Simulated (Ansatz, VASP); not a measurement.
## One calculation of PbS, two programs

The input INCAR:

```
SYSTEM = PbS
PREC = Accurate ; ENCUT = 520
EDIFF = 1E-6 ; ISMEAR = 0
SIGMA = 0.01 ; LREAL = .False.
LASPH = .True. ; NELM = 60
ALGO = Normal ; ISIF = 2
LWAVE = .False. ; LCHARG = .False.
GGA = PS ; NBANDS = 17
```

Contents of KPOINTS:

```
regular mesh
0
Gamma
  5 5 5
  0 0 0
```

POSCAR

```
PbS
1.0
    0.0000000000      2.9657500000      2.9657500000
    2.9657500000      0.0000000000      2.9657500000
    2.9657500000      2.9657500000      0.0000000000
Pb S
1 1
Direct
    0.0000000000      0.0000000000      0.0000000000
    0.5300000000      0.5000000000      0.5000000000
```

Input for Ansatz:

```yaml
crystal:
  lattice:
    - [0.0, 2.96575, 2.96575]
    - [2.96575, 0.0, 2.96575]
    - [2.96575, 2.96575, 0.0]
  atoms:
    - { symbol: Pb, position: [0.0, 0.0, 0.0] }
    - { symbol: S, position: [0.53, 0.5, 0.5] }
kpoints:
  mp_grid:
    grid: [5, 5, 5]
    shift: [0.0, 0.0, 0.0]
hamiltonian:
  xc: pbesol
scf:
  convergence:
    dr2_threshold: 1.0e-08
  occupations:
    method: fixed
output:
  forces: true
```

Alike in both runs: task single point; functional PBEsol; k mesh 5 × 5 × 5; no spin polarisation.

```csv
,VASP,Ansatz
version,VASP 6.6.1,Ansatz 0.2.0
potentials or method,"VASP PAW PBE potentials, release 64 (Pb_d, S)","plane waves, PAW"
plane-wave cutoff (eV),520,420
occupations,"gaussian, width 0.01 eV",fixed
valence electrons in the cell,20,20
```

|  | VASP | Ansatz | Ansatz less VASP |
| --- | --- | --- | --- |
| rms of the force components (eV/Å) | 0.032 | 0.031 | -0.0009 |

VASP's potentials were made for PBE, not for PBEsol. Atom by atom the forces differ by 0.001 eV/Å (rms over components).

Spin-orbit coupling is off throughout.
